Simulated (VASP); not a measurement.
# Mg3SnN2 (P6/mmm) in VASP: notebook, part 2 of 2

VASP 6.6.1. The steps go on from the part before.

## 5. Relaxation of cell and atoms, PBE

This run uses another cell than the first one, of 15.71 Å³/atom.

Input file INCAR:

```
PREC     = Accurate       # precision mode
ENCUT    = 600            # plane-wave cutoff, eV
EDIFF    = 1E-6           # SCF threshold, eV
ISMEAR   = 0              # smearing method
SIGMA    = 0.1            # smearing width, eV
LREAL    = False          # projectors in reciprocal space
LASPH    = True           # aspherical terms in the spheres
NELM     = 80             # most SCF steps
ALGO     = Normal         # electronic algorithm
ISIF     = 3              # what is computed and relaxed
LWAVE    = False          # write WAVECAR
LCHARG   = False          # write CHGCAR
GGA      = PE             # functional
IBRION   = 2              # ionic algorithm
NSW      = 90             # ionic steps
EDIFFG   = -0.04          # ionic threshold
```

Input file KPOINTS:

```
regular mesh
0
Gamma
  6 6 6
```

Input file POSCAR:

```
Mg3SnN2
1.0
    5.7487530500      0.0000000000      0.0000000000
   -2.8743765200      4.9785661800      0.0000000000
    0.0000000000      0.0000000000      3.2931495000
Mg Sn N
3 1 2
Direct
    0.5000000000      0.0000000000      0.5000000000
    0.5000000000      0.5000000000      0.5000000000
    0.0000000000      0.5000000000      0.5000000000
    0.0000000000      0.0000000000      0.0000000000
    0.3333333300      0.6666666700      0.0000000000
    0.6666666700      0.3333333300      0.0000000000
```

Launch:

```
cat potpaw_PBE.64/Mg/POTCAR potpaw_PBE.64/Sn_d/POTCAR potpaw_PBE.64/N/POTCAR > POTCAR
mpirun -np 1 vasp_std > vasp.out
```

Run time: 3.3 min. Hardware: 1 thread of Oxide Virtual Turin-like, shared host; peak memory 0.26 GiB.

Results (log left out):

- Free energy: -26.6673 eV
- Relaxed volume: 14.35 Å³/atom
- Relaxed cell: a = 5.739 Å, b = 5.739 Å, c = 3.018 Å, α = 90.00°, β = 90.00°, γ = 120.00°
- Space group after relaxing (to 0.1 Å): P6/mmm (No. 191)
- Energy gained by relaxing: 104.2 meV/atom
- Ionic steps: 3
- Pressure after relaxing: -0.1 GPa
- Band gap on the k mesh: zero (bands 15 and 16 overlap by 0.79 eV)

Stress tensor (GPa, compression positive):
```
-0.24  0.00  0.00
 0.00 -0.24  0.00
 0.00  0.00  0.18
```

The path:
```tsv
step	energy change (eV)	largest force (eV/Å)	pressure (GPa)	volume (Å³)
1	0.0000	0.0000	-8.01	94.25
2	-0.5466	0.0000	3.58	83.59
3	-0.6251	0.0000	-0.10	86.07
```

Final structure:
```
Mg Sn N
1.0
     5.73853    0.00000    0.00000
    -2.86927    4.96972    0.00000
     0.00000    0.00000    3.01808
Mg Sn N
3 1 2
Direct
  0.50000 0.00000 0.50000
  0.50000 0.50000 0.50000
  0.00000 0.50000 0.50000
  0.00000 0.00000 0.00000
  0.33333 0.66667 0.00000
  0.66667 0.33333 0.00000
```

Levels at points of the mesh, in eV from the Fermi level:
| k point | band 11 | band 12 | band 13 | band 14 | band 15 | band 16 | band 17 | band 18 | band 19 |
| --- | --- | --- | --- | --- | --- | --- | --- | --- | --- |
| (0.00, 0.00, 0.00) | -4.10 | -4.10 | -0.76 | -0.57 | 0.42 | 0.42 | 3.13 | 6.10 | 6.10 |
| (0.50, 0.00, 0.00) | -2.83 | -1.94 | -0.89 | -0.68 | -0.63 | -0.19 | 3.12 | 5.39 | 5.99 |
| (0.00, 0.00, 0.50) | -2.87 | -2.87 | -2.81 | -2.14 | -2.14 | 2.12 | 2.12 | 2.29 | 2.29 |
| (0.50, 0.00, 0.50) | -3.64 | -3.53 | -1.95 | -1.50 | -1.15 | 1.42 | 1.68 | 2.43 | 2.92 |

Caveat: spin-orbit coupling is left out, which moves the levels of the heavy elements.

## 6. Relaxation of cell and atoms, PBE

Input file INCAR:

```
SYSTEM = Mg3SnN2
PREC     = Accurate       ! precision mode
ENCUT    = 600            ! plane-wave cutoff, eV
EDIFF    = 1E-6           ! SCF threshold, eV
ISMEAR   = 0              ! smearing method
SIGMA    = 0.1            ! smearing width, eV
LREAL    = .FALSE.        ! projectors in reciprocal space
LASPH    = .TRUE.         ! aspherical terms in the spheres
NELM     = 60             ! most SCF steps
ALGO     = Fast           ! electronic algorithm
ISIF     = 3              ! what is computed and relaxed
LWAVE    = .FALSE.        ! write WAVECAR
LCHARG   = .FALSE.        ! write CHGCAR
GGA      = PE             ! functional
IBRION   = 2              ! ionic algorithm
NSW      = 100            ! ionic steps
EDIFFG   = -0.01          ! ionic threshold
```

Input file KPOINTS:

```
regular mesh
0
G
  12 12 12
  0 0 0
```

Input file POSCAR:

```
Mg3SnN2
1.0
    5.7408506684      0.0000000000      0.0000000000
   -2.8704253342      4.9717225182      0.0000000000
    0.0000000000      0.0000000000      3.0233848460
Mg Sn N
3 1 2
Direct
    0.5000000000      0.0000000000      0.5000000000
    0.5000000000      0.5000000000      0.5000000000
    0.0000000000      0.5000000000      0.5000000000
    0.0000000000      0.0000000000      0.0000000000
    0.3333333333      0.6666666667      0.0000000000
    0.6666666667      0.3333333333      0.0000000000
```

Potentials or basis: VASP PAW PBE potentials, release 64 (Mg, Sn_d, N).

Launch:

```
cat potpaw_PBE.64/Mg/POTCAR potpaw_PBE.64/Sn_d/POTCAR potpaw_PBE.64/N/POTCAR > POTCAR
mpirun -np 1 vasp_std > vasp.out
```

Run time: 21 min. Hardware: 1 thread of Oxide Virtual Turin-like, shared host; peak memory 0.43 GiB.

It converged, with:

| Item | Value |
| --- | --- |
| Free energy | -26.6742 eV |
| Relaxed volume | 14.30 Å³/atom |
| Relaxed cell | a = 5.760 Å, b = 5.760 Å, c = 2.985 Å, α = 90.00°, β = 90.00°, γ = 120.00° |
| Space group after relaxing (to 0.1 Å) | P6/mmm (No. 191) |
| Energy gained by relaxing | 2.6 meV/atom |
| Ionic steps | 4 |
| Pressure after relaxing | 0.0 GPa |
| Band gap on the k mesh | zero (bands 15 and 16 overlap by 1.04 eV) |

The path:
```csv
step,energy change (eV),largest force (eV/Å),pressure (GPa),volume (Å³)
1,0.0000,0.0000,-0.92,86.29
2,-0.0126,0.0000,0.74,85.25
3,-0.0155,0.0000,0.23,85.56
4,-0.0157,0.0000,0.01,85.79
```

Final structure:
```
CELL_PARAMETERS angstrom
5.76040 0.00000 0.00000
-2.88020 4.98865 0.00000
0.00000 0.00000 2.98544
ATOMIC_POSITIONS crystal
Mg 0.50000 0.00000 0.50000
Mg 0.50000 0.50000 0.50000
Mg 0.00000 0.50000 0.50000
Sn 0.00000 0.00000 0.00000
N 0.33333 0.66667 0.00000
N 0.66667 0.33333 0.00000
```

Levels at points of the mesh, in eV from the Fermi level:
| k point | band 13 | band 14 | band 15 | band 16 | band 17 | band 18 |
| --- | --- | --- | --- | --- | --- | --- |
| (0.00, 0.00, 0.00) | -0.56 | -0.40 | 0.37 | 0.37 | 3.16 | 6.09 |
| (0.50, 0.00, 0.00) | -0.94 | -0.49 | -0.45 | -0.28 | 3.11 | 5.32 |
| (0.00, 0.00, 0.50) | -2.81 | -2.09 | -2.09 | 2.16 | 2.16 | 2.27 |
| (0.50, 0.00, 0.50) | -1.91 | -1.48 | -1.12 | 1.47 | 1.67 | 2.41 |

Caveat: spin-orbit coupling is left out, which moves the levels of the heavy elements.

## 7. The runs side by side

```tsv
task	cell	k mesh	cutoff (eV)	gap on the mesh (eV)	pressure (GPa)	relaxed volume (Å³/atom)
single point	a = 5.741, b = 5.741, c = 3.023 Å, angles 90.0, 90.0, 120.0°, 6 atoms	6 × 6 × 6	520	none	-0.3	-
single point	a = 5.749, b = 5.749, c = 3.293 Å, angles 90.0, 90.0, 120.0°, 6 atoms	6 × 6 × 6	520	none	-8.0	-
single point	a = 5.769, b = 5.769, c = 2.989 Å, angles 90.0, 90.0, 120.0°, 6 atoms	12 × 12 × 12	520	none	-0.3	-
relaxation of cell and atoms	relaxed from a = 5.749, b = 5.749, c = 3.293 Å, angles 90.0, 90.0, 120.0°, 6 atoms	6 × 6 × 6	600	none	-0.1	14.35
relaxation of cell and atoms	relaxed from a = 5.741, b = 5.741, c = 3.023 Å, angles 90.0, 90.0, 120.0°, 6 atoms	12 × 12 × 12	600	none	0.0	14.30
```

Alike in all rows: level PBE; potentials or basis VASP PAW PBE potentials, release 64 (Mg, Sn_d, N); no spin polarisation; smearing gaussian 0.1 eV.

Caveats: spin-orbit coupling is left out, which moves the levels of the heavy elements; the stress differs along the axes, from -23 to -0 GPa (at least some runs).

Absolute energies hang on the potentials; compare differences alone.
